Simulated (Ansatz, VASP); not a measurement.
**Pd: VASP beside Ansatz**

```
Pd
1.0
     0.00000    1.75277    1.75277
     1.75277    0.00000    1.75277
     1.75277    1.75277    0.00000
Pd
1
Direct
  0.00000 0.00000 0.00000
```

Change from the starting cell: volume scaled by 0.76, LAPW.

Alike in both runs: task single point; functional LDA; k mesh 17 × 17 × 17; occupations fermi-dirac, width 0.1 eV; no spin polarisation.

|  | VASP | Ansatz |
| --- | --- | --- |
| version | VASP 6.6.1 | Ansatz 0.2.0 |
| potentials or method | VASP PAW LDA potentials, release 64 (Pd), cutoff 520 eV | all-electron LAPW, scalar-relativistic |

```tsv
	VASP	Ansatz	Ansatz less VASP
pressure (GPa)	128.7	127.8	-0.96
```

LDA's correlation is that of Perdew and Zunger in VASP and of Perdew and Wang (1992) in Ansatz. Both programs put the cell under a high pressure, so it lies far from rest at this level. Ansatz ran all-electron here, and VASP with PAW potentials.

Noted on VASP's run: the cell as given lies far from equilibrium.
